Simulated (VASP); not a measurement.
# Sn (P4/nmm) in VASP: a series of runs, part 2 of 2

VASP 6.6.1. Earlier steps stand in the parts before.

**4. Relaxation of cell and atoms, PBE**

INCAR

```
PREC     = Accurate       # precision mode
ENCUT    = 600            # plane-wave cutoff, eV
EDIFF    = 1E-6           # SCF threshold, eV
ISMEAR   = 0              # smearing method
SIGMA    = 0.1            # smearing width, eV
LREAL    = F              # projectors in reciprocal space
LASPH    = T              # aspherical terms in the spheres
NELM     = 100            # most SCF steps
ALGO     = Fast           # electronic algorithm
ISIF     = 3              # what is computed and relaxed
LWAVE    = F              # write WAVECAR
LCHARG   = F              # write CHGCAR
GGA      = PE             # functional
IBRION   = 2              # ionic algorithm
NSW      = 90             # ionic steps
EDIFFG   = -0.04          # ionic threshold
```

KPOINTS

```
Automatic mesh
0
Gamma
  6 6 2
```

POSCAR

```
Sn
1.0
    3.6691776300      0.0000000000      0.0000000000
    0.0000000000      3.6691776300      0.0000000000
    0.0000000000      0.0000000000      8.3168237200
Sn
2
Direct
    0.0000000000      0.5000000000      0.4366429400
    0.5000000000      0.0000000000      0.5633570600
```

Potentials or basis: VASP PAW PBE potentials, release 64 (Sn_d).

Launch:

```
> cat potpaw_PBE.64/Sn_d/POTCAR > POTCAR
> mpirun -np 1 vasp_std > vasp.out
```

OUTCAR:

```text
PREC = Accurate
   ENCUT = 600
   EDIFF = 1E-6
   ISMEAR = 0
   LREAL = F
   LASPH = T
   NELM = 100
   ISIF = 3
   GGA = PE
   IBRION = 2
   NSW = 90
   EDIFFG = -0.04

 ion  position               nearest neighbor table
   1  0.000  0.500  0.437-   2 2.80   2 2.80   2 2.80   2 2.80
   2  0.500  0.000  0.563-   1 2.80   1 2.80   1 2.80   1 2.80

  LATTYP: Found a simple tetragonal cell.
 ALAT       =     3.6691776300
 C/A-ratio  =     2.2666724151

  Lattice vectors:

 A1 = (   3.6691776300,   0.0000000000,   0.0000000000)
 A2 = (   0.0000000000,   3.6691776300,   0.0000000000)
 A3 = (   0.0000000000,   0.0000000000,   8.3168237200)

Analysis of symmetry for initial positions (statically):
=====================================================================
 Subroutine PRICEL returns:
 Original cell was already a primitive cell.

 Routine SETGRP: Setting up the symmetry group for a
 simple tetragonal supercell.

 Subroutine GETGRP returns: Found 16 space group operations
 (whereof  8 operations were pure point group operations)
 out of a pool of 16 trial point group operations.

The static configuration has the point symmetry D_2d.
 The point group associated with its full space group is D_4h.

Analysis of symmetry for dynamics (positions and initial velocities):
=====================================================================
 Subroutine PRICEL returns:
 Original cell was already a primitive cell.

 Routine SETGRP: Setting up the symmetry group for a
 simple tetragonal supercell.

 Subroutine GETGRP returns: Found 16 space group operations
 (whereof  8 operations were pure point group operations)
 out of a pool of 16 trial point group operations.

The dynamic configuration has the point symmetry D_2d.
 The point group associated with its full space group is D_4h.

 Subroutine INISYM returns: Found 16 space group operations
[... 98 lines left out ...]
   ISIF   =      3    stress and relaxation
   ISYM   =      2    0-nonsym 1-usesym 2-fastsym
   POTIM  = 0.5000    time-step for ionic-motion
   TEBEG  =    0.0;   TEEND  =   0.0 temperature during run
   PSTRESS=    0.0 pullay stress
   NELECT =      28.0000    total number of electrons
   NUPDOWN=      -1.0000    fix difference up-down
   EMIN   =  10.00;   EMAX   =-10.00  energy-range for DOS
   EFERMI =   0.00;   METHOD = LEGACY
   ISMEAR =     0;   SIGMA  =   0.10  broadening in eV -4-tet -1-fermi 0-gaus
   EFERMI_NEDOS =   21; number of points for ismear=-14 and -15
   IALGO  =     68    algorithm
   IMIX   =      4    mixing-type and parameters
     AMIX     =   0.40;   BMIX     =  1.00
     AMIX_MAG =   1.60;   BMIX_MAG =  1.00
  volume/ion in A,a.u.               =      55.98       377.80
  Fermi-wavevector in a.u.,A,eV,Ry     =   1.031405  1.949073 14.473824  1.063796
  Thomas-Fermi vector in A             =   2.165551
   LORBIT       =      0    0 simple, 1 ext, 2 COOP (PROOUT), +10 PAW based schemes
   GGA     = PE    functional components
   LHFCALC =     F    Hartree Fock is set to
   AEXX    =    0.0000 exact exchange contribution
   IVDW    =     0    specifies the selected vdW correction
   LEPSILON=     F    determine dielectric tensor
   LRPA    =     F    only Hartree local field effects (RPA)
 conjugate gradient relaxation of ions
 non-spin polarized calculation
 RMM-DIIS sequential band-by-band and
 Gauss-broadening in eV      SIGMA  =   0.10
  energy-cutoff  :      600.00
  volume of cell :      111.97
 maximum number of plane-waves:      3761
 NGX is ok and might be reduce to    30
   NGX = 15   NGY = 15   NGZ = 33

--------------------------------------- Ionic step        1  -------------------------------------------

 number of electron      27.9999993 magnetization

 Free energy of the ion-electron system (eV)
  ---------------------------------------------------
  ext. energy  EPLUGINS =         0.00000000
  ---------------------------------------------------
  free energy    TOTEN  =        -6.23449156 eV

  energy without entropy =       -6.21491465  energy(sigma->0) =       -6.22470310

------------------------ aborting loop because EDIFF is reached ----------------------------------------

  FORCE on cell =-STRESS in cart. coord.  units (eV):
  Direction    XX          YY          ZZ          XY          YZ          ZX
  --------------------------------------------------------------------------------------
  -------------------------------------------------------------------------------------
  Total        5.8062571      5.8062571      1.1228655      0.0000000      0.0000000      0.0000000
  in kB       83.0829440     83.0829440     16.0673166      0.0000000      0.0000000      0.0000000
  external PRESSURE =      60.7444015 kB  Pullay stress =       0.0000000 kB
[... 275 lines left out ...]
--------------------------------------- Ionic step        9  -------------------------------------------

 number of electron      28.0000018 magnetization

 Free energy of the ion-electron system (eV)
  ---------------------------------------------------
  ext. energy  EPLUGINS =         0.00000000
  ---------------------------------------------------
  free energy    TOTEN  =        -6.71777320 eV

  energy without entropy =       -6.71364467  energy(sigma->0) =       -6.71570894

 E-fermi :   0.9309     XC(G=0):  -5.8203

 val. band max:        0.9234013381   @ k =   0.0000   0.0000   0.5000
 cond. band min:       0.9792929823   @ k =   0.0000   0.0000   0.0000
 fundamental gap:      0.0558916442
 Fermi energy:         0.9308750487

 k-point     1 :       0.0000    0.0000    0.0000
  band No.  band energies     occupation
      1     -20.5895      2.00000
      2     -20.4741      2.00000
      3     -20.4600      2.00000
      4     -20.3935      2.00000
      5     -20.3909      2.00000
      6     -20.3909      2.00000
[... 438 lines left out ...]
  FREE ENERGIE OF THE ION-ELECTRON SYSTEM (eV)
  ---------------------------------------------------
  free  energy   TOTEN  =        -6.7177731988 eV

  energy  without entropy=       -6.7136446739  energy(sigma->0) =       -6.71570894

 reached required accuracy - stopping structural energy minimisation
```

OSZICAR:

```text
N       E                     dE             d eps       ncg     rms          rms(c)
DAV:   1     0.223546383651E+03    0.22355E+03   -0.16129E+04   720   0.204E+03
DAV:   2     0.156394079602E+02   -0.20791E+03   -0.20539E+03   728   0.429E+02
DAV:   3    -0.569725368779E+01   -0.21337E+02   -0.20956E+02   870   0.153E+02
DAV:   4    -0.644953556948E+01   -0.75228E+00   -0.75061E+00   832   0.305E+01
[... 115 lines left out ...]
RMM:   4    -0.671775860616E+01   -0.22685E-03   -0.50764E-03  1023   0.613E-01    0.876E-02
RMM:   5    -0.671779221105E+01   -0.33605E-04   -0.32498E-04   965   0.174E-01    0.102E-01
RMM:   6    -0.671778223590E+01    0.99752E-05   -0.84488E-05   975   0.840E-02    0.929E-02
RMM:   7    -0.671777273725E+01    0.94987E-05   -0.20814E-05   747   0.449E-02    0.509E-02
RMM:   8    -0.671777319876E+01   -0.46151E-06   -0.92977E-06   642   0.256E-02
   9 F= -.67177732E+01 E0= -.67157089E+01  d E =-.334905E-02
```

It took 3 min on 1 thread of Intel Xeon 6975P-C (Granite Rapids), shared host; peak memory 0.26 GiB.

What came out:

```
Free energy                            : -6.7178 eV
Relaxed cell                           : a = 4.049 Å, b = 4.049 Å, c = 7.897 Å, α = 90.00°, β = 90.00°, γ = 90.00°
Space group after relaxing (to 0.05 Å) : P4/nmm (No. 129)
Energy gained by relaxing              : 241.6 meV/atom
Ionic steps                            : 9
Pressure after relaxing                : 0.0 GPa
Largest force after relaxing           : 0.029 eV/Å
Band gap on the k mesh                 : zero (band 14 reaches 1.74 eV, above the bottom of band 15 at 0.44 eV)
```

Forces in eV/Å, atoms in the order of the input:
```
Sn   0.000  0.000 -0.029
Sn   0.000  0.000  0.029
```

Step by step:
```
step  energy change (eV)  largest force (eV/Å)  pressure (GPa)  volume (Å³)
   1              0.0000                1.0773            6.07       111.97
   2             -0.2818                0.5676           -1.94       149.47
   3             -0.4415                0.1969            0.00       132.52
   4             -0.4414                0.2155           -0.13       132.96
   5             -0.4472                0.2669           -0.13       132.87
   6             -0.4666                0.2644           -0.26       132.57
   7             -0.4799                0.0625           -0.35       131.78
   8             -0.4826                0.0778            0.14       128.47
   9             -0.4833                0.0290           -0.05       129.46
```

Final structure:
```cif
data_structure
_symmetry_space_group_name_H-M 'P 1'
_symmetry_Int_Tables_number 1
_cell_length_a 4.0489
_cell_length_b 4.0489
_cell_length_c 7.8970
_cell_angle_alpha 90.000
_cell_angle_beta 90.000
_cell_angle_gamma 90.000
_cell_volume 129.46
loop_
_atom_site_label
_atom_site_type_symbol
_atom_site_fract_x
_atom_site_fract_y
_atom_site_fract_z
_atom_site_occupancy
Sn1 Sn 0.00000 0.50000 0.44430 1
Sn2 Sn 0.50000 0.00000 0.55570 1
```

Caveat: the k points lie up to 0.40 Å⁻¹ apart in the final cell; the volume moved by over 15 % at a fixed basis, so the end points are rough; spin-orbit coupling is left out, which moves the levels of the heavy elements.

**5. Overview**

| task | cell | cutoff (eV) | gap on the mesh (eV) | pressure (GPa) | largest force (eV/Å) |
| --- | --- | --- | --- | --- | --- |
| single point | a = 3.669, b = 3.669, c = 8.317 Å, 2 atoms | 520 | none | 6.0 | 1.08 |
| single point | a = 3.852, b = 3.852, c = 8.354 Å, 2 atoms | 520 | none | 0.1 | 0.01 |
| relaxation of cell and atoms | relaxed from a = 3.669, b = 3.669, c = 8.317 Å, 2 atoms | 600 | none | 0.0 | 0.03 |

Alike in all rows: level PBE; potentials or basis VASP PAW PBE potentials, release 64 (Sn_d); no spin polarisation; k mesh 6 × 6 × 2; smearing gaussian 0.1 eV.

Caveats: all runs use coarse meshes; spin-orbit coupling is left out, which moves the levels of the heavy elements; forces of over 1 eV/Å act on the atoms, so gaps and moduli don't describe the material at rest (some runs); the volume moved by over 15 % at a fixed basis, so the end points are rough (some runs).

Absolute energies hang on the potentials; compare differences alone.
